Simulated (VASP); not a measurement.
# BaHfO3 (Pm-3m) in VASP: further runs

Runs on BaHfO3. Level: r2SCAN+rVV10. Tasks: single point, relaxation of cell and atoms.

All numbers are computed with VASP 6.6.1; they aren't measurements. Logs are shortened: lines on timing, memory, paths and dates and some standing lists are left out, and cuts for length are marked.

### 1 The cell of the first run

The structure is cubic, space group Pm-3m (No. 221). The conventional cell has a = 4.165 Å, b = 4.165 Å, c = 4.165 Å, α = 90.00°, β = 90.00°, γ = 90.00°. Within 3.9 Å of Ba (site symmetry m-3m) lie 12 O at 2.95 Å and 8 Hf at 3.61 Å. Hf (site symmetry m-3m) has 6 O at 2.08 Å within 2.8 Å. O (site symmetry 4/mmm) has 2 Hf at 2.08 Å within 2.8 Å.

### 2 Single point, r2SCAN+rVV10

Input file POSCAR:

```
BaHfO3
1.0
    4.1650020923      0.0000000000      0.0000000000
    0.0000000000      4.1650020923      0.0000000000
    0.0000000000      0.0000000000      4.1650020923
Ba Hf O
1 1 3
Direct
    0.0000000000      0.0000000000      0.0000000000
    0.5000000000      0.5000000000      0.5000000000
    0.5000000000      0.5000000000      0.0000000000
    0.5000000000      0.0000000000      0.5000000000
    0.0000000000      0.5000000000      0.5000000000
```

Input file INCAR.step1:

```
PREC = Accurate ; ENCUT = 520
ISMEAR = -1 ; SIGMA = 0.03
LREAL = F ; LASPH = T
NELM = 60 ; NBANDS = 27
GGA = PE ; ALGO = Normal
EDIFF = 1E-4 ; LWAVE = T
LCHARG = F
```

Input file INCAR.step2:

```
PREC = Accurate ; ENCUT = 520
EDIFF = 1E-7 ; ISMEAR = -1
SIGMA = 0.03 ; LREAL = F
LASPH = T ; NELM = 60
ALGO = Normal ; ISIF = 2
LWAVE = F ; LCHARG = F
METAGGA = R2SCAN ; LMIXTAU = T
LUSE_VDW = T ; IVDW_NL = 2
BPARAM = 11.95 ; CPARAM = 0.0093
NBANDS = 27 ; ISTART = 1
```

Input file KPOINTS:

```
regular mesh
0
Gamma
  6 6 6
```

Potentials or basis: VASP PAW PBE potentials, release 64 (Ba_sv, Hf_pv, O).

On the command line:

```console
> cat potpaw_PBE.64/Ba_sv/POTCAR potpaw_PBE.64/Hf_pv/POTCAR potpaw_PBE.64/O/POTCAR > POTCAR
> cp INCAR.step1 INCAR
> mpirun -np 1 vasp_std > vasp.out
> cp INCAR.step2 INCAR
> mpirun -np 1 vasp_std > vasp.out
```

OUTCAR:

```text
PREC = Accurate
   ENCUT = 520
   EDIFF = 1E-7
   ISMEAR = -1
   LREAL = F
   LASPH = T
   NELM = 60
   ISIF = 2
   METAGGA = R2SCAN
   IVDW_NL = 2
   BPARAM = 11.95
   ISTART = 1

 ion  position               nearest neighbor table
   1  0.000  0.000  0.000-   3 2.95   4 2.95   5 2.95   4 2.95   5 2.95   3 2.95   5 2.95   5 2.95
                             3 2.95   4 2.95   4 2.95   3 2.95   2 3.61   2 3.61   2 3.61   2 3.61
   2  0.500  0.500  0.500-   3 2.08   4 2.08   5 2.08   3 2.08   4 2.08   5 2.08   1 3.61   1 3.61
                             1 3.61   1 3.61   1 3.61   1 3.61   1 3.61   1 3.61
   3  0.500  0.500  0.000-   2 2.08   2 2.08   1 2.95   1 2.95   1 2.95   1 2.95
   4  0.500  0.000  0.500-   2 2.08   2 2.08   1 2.95   1 2.95   1 2.95   1 2.95
   5  0.000  0.500  0.500-   2 2.08   2 2.08   1 2.95   1 2.95   1 2.95   1 2.95

  LATTYP: Found a simple cubic cell.
 ALAT       =     4.1650020923

  Lattice vectors:

 A1 = (   4.1650020923,   0.0000000000,   0.0000000000)
 A2 = (   0.0000000000,   4.1650020923,   0.0000000000)
 A3 = (   0.0000000000,   0.0000000000,   4.1650020923)

Analysis of symmetry for initial positions (statically):
=====================================================================
 Subroutine PRICEL returns:
 Original cell was already a primitive cell.

 Routine SETGRP: Setting up the symmetry group for a
 simple cubic supercell.

 Subroutine GETGRP returns: Found 48 space group operations
 (whereof 48 operations were pure point group operations)
 out of a pool of 48 trial point group operations.

The static configuration has the point symmetry O_h .

Analysis of symmetry for dynamics (positions and initial velocities):
=====================================================================
 Subroutine PRICEL returns:
 Original cell was already a primitive cell.

 Routine SETGRP: Setting up the symmetry group for a
 simple cubic supercell.

 Subroutine GETGRP returns: Found 48 space group operations
 (whereof 48 operations were pure point group operations)
 out of a pool of 48 trial point group operations.

The dynamic configuration has the point symmetry O_h .

 Subroutine INISYM returns: Found 48 space group operations
 (whereof 48 operations are pure point group operations),
 and found     1 'primitive' translations

----------------------------------------------------------------------------------------

[... 94 lines left out ...]
   LREAL  =      F    real-space projection
   EDIFFG = 0.1E-05   stopping-criterion for IOM
   NSW    =      0    number of steps for IOM
   IBRION =     -1    ionic relax: 0-MD 1-quasi-New 2-CG
   NFREE  =      0    steps in history (QN), initial steepest desc. (CG)
   ISIF   =      2    stress and relaxation
   ISYM   =      2    0-nonsym 1-usesym 2-fastsym
   POTIM  = 0.5000    time-step for ionic-motion
   TEBEG  =    0.0;   TEEND  =   0.0 temperature during run
   PSTRESS=    0.0 pullay stress
   NELECT =      38.0000    total number of electrons
   NUPDOWN=      -1.0000    fix difference up-down
   EMIN   =  10.00;   EMAX   =-10.00  energy-range for DOS
   EFERMI =   0.00;   METHOD = LEGACY
   ISMEAR =    -1;   SIGMA  =   0.03  broadening in eV -4-tet -1-fermi 0-gaus
   EFERMI_NEDOS =   21; number of points for ismear=-14 and -15
   IALGO  =     38    algorithm
   IMIX   =      4    mixing-type and parameters
     AMIX     =   0.40;   BMIX     =  1.00
     AMIX_MAG =   1.60;   BMIX_MAG =  1.00
  volume/ion in A,a.u.               =      14.45        97.52
  Fermi-wavevector in a.u.,A,eV,Ry     =   1.321460  2.497198 23.759275  1.746257
  Thomas-Fermi vector in A             =   2.451213
   LORBIT       =      0    0 simple, 1 ext, 2 COOP (PROOUT), +10 PAW based schemes
   METAGGA = R2SCAN    functional components
   LHFCALC =     F    Hartree Fock is set to
   AEXX    =    0.0000 exact exchange contribution
   IVDW_NL    =     2    kernel type
   BPARAM     =11.9500
   IVDW    =     0    specifies the selected vdW correction
   LEPSILON=     F    determine dielectric tensor
   LRPA    =     F    only Hartree local field effects (RPA)
 non-spin polarized calculation
  energy-cutoff  :      520.00
  volume of cell :       72.25
 maximum number of plane-waves:      1980
 NGX is ok and might be reduce to    32
   NGX = 15   NGY = 15   NGZ = 15

 number of electron      38.0000011 magnetization

 Free energy of the ion-electron system (eV)
  ---------------------------------------------------
  ext. energy  EPLUGINS =         0.00000000
  ---------------------------------------------------
  free energy    TOTEN  =      -107.14810334 eV

  energy without entropy =     -107.14810334  energy(sigma->0) =     -107.14810334

 E-fermi :   2.8279     XC(G=0): -11.5418

 val. band max:        2.1387501445   @ k =   0.5000   0.5000   0.5000
 cond. band min:       6.2517424789   @ k =   0.0000   0.0000   0.0000
 fundamental gap:      4.1129923344
 Fermi energy:         2.8279153096

 k-point     1 :       0.0000    0.0000    0.0000
  band No.  band energies     occupation
      1     -27.5373      2.00000
      2     -27.5373      2.00000
      3     -27.5373      2.00000
      4     -23.7411      2.00000
      5     -15.5214      2.00000
      6     -15.0214      2.00000
[... 589 lines left out ...]
     26      12.0431      0.00000
     27      12.0431      0.00000

------------------------ aborting loop because EDIFF is reached ----------------------------------------

  FORCE on cell =-STRESS in cart. coord.  units (eV):
  Direction    XX          YY          ZZ          XY          YZ          ZX
  --------------------------------------------------------------------------------------
  -------------------------------------------------------------------------------------
  Total       -0.1788608     -0.1788608     -0.1788608     -0.0000000      0.0000000     -0.0000000
  in kB       -3.9662490     -3.9662490     -3.9662490     -0.0000000      0.0000000     -0.0000000
  external PRESSURE =      -3.9662490 kB  Pullay stress =       0.0000000 kB

 VOLUME and BASIS-vectors are now :
 -----------------------------------------------------------------------------
  energy-cutoff  :      520.00
  volume of cell :       72.25
      direct lattice vectors                 reciprocal lattice vectors
     4.165002092  0.000000000  0.000000000     0.240095918  0.000000000  0.000000000
     0.000000000  4.165002092  0.000000000     0.000000000  0.240095918  0.000000000
     0.000000000  0.000000000  4.165002092     0.000000000  0.000000000  0.240095918

 POSITION                                       TOTAL-FORCE (eV/Angst)
 -----------------------------------------------------------------------------------
      0.00000      0.00000      0.00000         0.000000      0.000000      0.000000
      2.08250      2.08250      2.08250         0.000000      0.000000      0.000000
      2.08250      2.08250      0.00000         0.000000      0.000000      0.000000
      2.08250      0.00000      2.08250         0.000000      0.000000      0.000000
      0.00000      2.08250      2.08250         0.000000      0.000000      0.000000
 -----------------------------------------------------------------------------------
    total drift:                                0.000000     -0.000000     -0.000000

  FREE ENERGIE OF THE ION-ELECTRON SYSTEM (eV)
  ---------------------------------------------------
  free  energy   TOTEN  =      -107.1481033386 eV

  energy  without entropy=     -107.1481033386  energy(sigma->0) =     -107.14810334
```

Run time: 4.6 min. Hardware: 1 thread of Intel Xeon 8259CL, shared host; peak memory 0.35 GiB.

What came out:

* Free energy: -107.1481 eV
* Pressure: -0.4 GPa
* Band gap on the k mesh: 4.11 eV (least direct gap 4.34 eV)

Caveat: the PAW data sets were made with another functional, which shifts forces and pressure a little; spin-orbit coupling is left out, which moves the levels of the heavy elements.

### 3 Relaxation of cell and atoms, r2SCAN+rVV10

This run uses another cell than the first one, of 14.37 Å³/atom.

POSCAR: that of step 2 with these lines changed.

```diff
@@ -2,5 +2,5 @@
 1.0
-    4.1650020923      0.0000000000      0.0000000000
-    0.0000000000      4.1650020923      0.0000000000
-    0.0000000000      0.0000000000      4.1650020923
+    4.1576436681      0.0000000000      0.0000000000
+    0.0000000000      4.1576436681      0.0000000000
+    0.0000000000      0.0000000000      4.1576436681
 Ba Hf O
```

Input file INCAR.step1:

```
SYSTEM = BaHfO3
PREC     = Accurate       ! precision mode
ENCUT    = 600            ! plane-wave cutoff, eV
ISMEAR   = -1             ! smearing method
SIGMA    = 0.03           ! smearing width, eV
LREAL    = .FALSE.        ! projectors in reciprocal space
LASPH    = .TRUE.         ! aspherical terms in the spheres
NELM     = 60             ! most SCF steps
GGA      = PE             ! functional
ALGO     = Normal         ! electronic algorithm
EDIFF    = 1E-4           ! SCF threshold, eV
LWAVE    = .TRUE.         ! write WAVECAR
LCHARG   = .FALSE.        ! write CHGCAR
```

Input file INCAR.step2:

```
SYSTEM = BaHfO3
PREC     = Accurate       ! precision mode
ENCUT    = 600            ! plane-wave cutoff, eV
EDIFF    = 1E-6           ! SCF threshold, eV
ISMEAR   = -1             ! smearing method
SIGMA    = 0.03           ! smearing width, eV
LREAL    = .FALSE.        ! projectors in reciprocal space
LASPH    = .TRUE.         ! aspherical terms in the spheres
NELM     = 60             ! most SCF steps
ALGO     = Normal         ! electronic algorithm
ISIF     = 3              ! what is computed and relaxed
LWAVE    = .FALSE.        ! write WAVECAR
LCHARG   = .FALSE.        ! write CHGCAR
METAGGA  = R2SCAN         ! meta-GGA
LMIXTAU  = .TRUE.       
LUSE_VDW = .TRUE.       
IVDW_NL  = 2            
BPARAM   = 11.95        
CPARAM   = 0.0093       
IBRION   = 2              ! ionic algorithm
NSW      = 100            ! ionic steps
EDIFFG   = -0.01          ! ionic threshold
ISTART   = 1
```

Input file KPOINTS:

```
regular mesh
0
G
  6 6 6
  0 0 0
```

Potentials or basis: VASP PAW PBE potentials, release 64 (Ba_sv, Hf_pv, O).

On the command line:

```console
> cat potpaw_PBE.64/Ba_sv/POTCAR potpaw_PBE.64/Hf_pv/POTCAR potpaw_PBE.64/O/POTCAR > POTCAR
> cp INCAR.step1 INCAR
> mpirun -np 1 vasp_std > vasp.out
> cp INCAR.step2 INCAR
> mpirun -np 1 vasp_std > vasp.out
```

Wall time 16 min (1 thread of Intel Xeon 8259CL, shared host); peak memory 0.43 GiB.

The run converged. Its results:

| Item | Value |
| --- | --- |
| Free energy | -107.1573 eV |
| Relaxed volume | 14.40 Å³/atom |
| Relaxed cell | a = 4.160 Å, b = 4.160 Å, c = 4.160 Å, α = 90.00°, β = 90.00°, γ = 90.00° |
| Space group after relaxing (to 0.1 Å) | Pm-3m (No. 221) |
| Energy gained by relaxing | 0.0 meV/atom |
| Ionic steps | 3 |
| Pressure after relaxing | 0.0 GPa |
| Band gap on the k mesh | 4.12 eV (least direct gap 4.35 eV) |

The path:
```tsv
step	energy change (eV)	largest force (eV/Å)	pressure (GPa)	volume (Å³)
1	0.0000	0.0000	0.40	71.87
2	0.0002	0.0000	-0.54	72.24
3	-0.0002	0.0000	0.04	72.01
```

Final structure:
```
Ba Hf O
1.0
     4.16041    0.00000    0.00000
     0.00000    4.16041    0.00000
     0.00000    0.00000    4.16041
Ba Hf O
1 1 3
Direct
  0.00000 0.00000 0.00000
  0.50000 0.50000 0.50000
  0.50000 0.50000 0.00000
  0.50000 0.00000 0.50000
  0.00000 0.50000 0.50000
```

Levels at points of the mesh, in eV from the valence-band top:
```csv
k point,band 17,band 18,band 19,band 20,band 21,band 22
"(0.00, 0.00, 0.00)",-0.23,-0.23,-0.23,4.12,4.12,4.12
"(0.50, 0.00, 0.00)",-1.73,-0.56,-0.56,4.69,6.96,6.96
"(0.50, 0.50, 0.00)",-0.94,-0.94,-0.08,6.85,6.85,7.29
"(0.50, 0.50, 0.50)",0.00,0.00,0.00,6.70,6.70,6.70
```

Caveat: the PAW data sets were made with another functional, which shifts forces and pressure a little; spin-orbit coupling is left out, which moves the levels of the heavy elements. A k mesh can miss the band edges.
